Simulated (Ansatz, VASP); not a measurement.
TaN in VASP and in Ansatz

File INCAR:

```
SYSTEM = TaN
PREC = Accurate
ENCUT = 520
EDIFF = 1E-6
ISMEAR = 0
SIGMA = 0.15
LREAL = .False.
LASPH = .True.
NELM = 80
ALGO = Normal
ISIF = 2
LWAVE = .False.
LCHARG = .False.
GGA = PS
NBANDS = 24
```

File KPOINTS:

```
regular mesh
0
Gamma
  15 15 8
  0 0 0
```

Contents of POSCAR:

```
TaN
1.0
    3.8244347673      0.0000000000      0.0000000000
   -1.9122173837      2.5009415010      0.0000000000
    0.0000000000      0.0000000000      5.1438853895
Ta N
2 2
Direct
    0.3333333333      0.6666666667      0.0301041378
    0.6666666667      0.3333333333      0.5301041378
    0.3333333333      0.6666666667      0.3548958622
    0.6666666667      0.3333333333      0.8548958622
```

Input for Ansatz:

```yaml
crystal:
  lattice:
    - [3.8244347673, 0.0, 0.0]
    - [-1.9122173837, 2.500941501, 0.0]
    - [0.0, 0.0, 5.1438853895]
  atoms:
    - { symbol: Ta, position: [0.3333333333, 0.6666666667, 0.0301041378] }
    - { symbol: Ta, position: [0.6666666667, 0.3333333333, 0.5301041378] }
    - { symbol: "N", position: [0.3333333333, 0.6666666667, 0.3548958622] }
    - { symbol: "N", position: [0.6666666667, 0.3333333333, 0.8548958622] }
basis:
  ecutwfc: 520.0
kpoints:
  mp_grid: { grid: [15, 15, 8] }
hamiltonian:
  xc: pbesol
  pseudopotentials: { kind: paw, azcp: { folder: soft_1 } }
scf:
  occupations: { method: gaussian, width: 0.15 }
output:
  forces: true
  stress: true
  eigenvalues: true
  write_density: true
  write_potential: true
  elf: true
  volumetric_format: npy
```

Change from the starting cell: strain +e along x and -e along y +0.1500, strain +e along z and -e/2 along x and y -0.1500.

Alike in both runs: task single point; functional PBEsol; k mesh 15 × 15 × 8; occupations gaussian, width 0.15 eV; no spin polarisation.

|  | VASP | Ansatz |
| --- | --- | --- |
| version | VASP 6.6.1 | Ansatz 0.2.0 |
| potentials or method | VASP PAW PBE potentials, release 64 (Ta_pv, N), cutoff 520 eV | scalar-relativistic, plane waves, PAW |
| valence electrons in the cell | 32 | 36 |

Ansatz gave:

| Item | Value |
| --- | --- |
| gap on the k mesh at the Fermi level (eV) | none |
| pressure (GPa) | 54.5 |
| traceless stress, the component that is largest in VASP (GPa) | 86.18 |
| rms of the force components (eV/Å) | 5.981 |

Task: What did VASP give for the same quantities?

Result: gap on the k mesh at the Fermi level (eV): none; pressure (GPa): 56.9; traceless stress, the component that is largest in VASP (GPa): 89.48; rms of the force components (eV/Å): 6.216.

VASP's potentials were made for PBE, not for PBEsol, and Ansatz warns of the same on its side. Atom by atom the forces differ by 0.237 eV/Å (rms over components). A gap of «none» marks a metal or a gap that the smearing closes. Both programs put the cell under a high pressure, so it lies far from rest at this level. VASP's potentials hold 32 valence electrons a cell and Ansatz's 36, so a difference there can come from the potentials and not from the codes.

Spin-orbit coupling is off throughout.
